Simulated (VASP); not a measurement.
Write the native input for VASP 6.6.1 that does the following.

| Property | Result |
| --- | --- |
| Task | single point |
| Functional | PBE |
| Potentials or basis | VASP PAW PBE potentials, release 64 (Os) |
| Cutoff | 520 eV |
| k mesh | 13 × 10 × 1 |
| Occupations | fermi-dirac, width 0.1 eV |
| Spin | no spin polarisation |
| Dipole correction | yes |
| Further INCAR settings | ALGO = Normal; EDIFF = 1e-07; NBANDS = 19 |

The structure of Os lies in POSCAR:

```
Os
1.0
    2.7269118564      0.0000000000      0.0000000000
    0.0000000000      3.8564357308      0.0000000000
    0.0000000000      0.0000000000     18.7269000000
Os
3
Direct
    0.0000000000      0.0000000000      0.4337302405
    0.5000000000      0.5000000000      0.4999999990
    0.0000000000      0.0000000000      0.5662697605
```

These files were run (other wordings do the same):

INCAR

```
SYSTEM = Os
ALGO = Normal ; DIPOL = 0.5 0.5 0.500
EDIFF = 1E-7 ; ENCUT = 520
GGA = PE ; IDIPOL = 3
ISIF = 2 ; ISMEAR = -1
LASPH = .True. ; LCHARG = .False.
LDIPOL = .True. ; LREAL = .False.
LWAVE = .False. ; NBANDS = 19
NELM = 80 ; PREC = Accurate
SIGMA = 0.1
```

KPOINTS

```
k-points
0
Gamma
  13 10 1
  0 0 0
```

Potentials or basis: VASP PAW PBE potentials, release 64 (Os).

Run with:

```sh
$ cat potpaw_PBE.64/Os/POTCAR > POTCAR
$ mpirun -np 1 vasp_std > vasp.out
```

It gave:

- Largest force: 0.013 eV/Å
- Band gap on the k mesh: zero (bands 12 and 13 overlap by 1.88 eV)

Caveat: spin-orbit coupling is left out, which moves the levels of the heavy elements.

Run time: 6.7 min on 1 thread of Intel Xeon 8259CL, with other jobs on the host, peak memory 0.35 GiB.
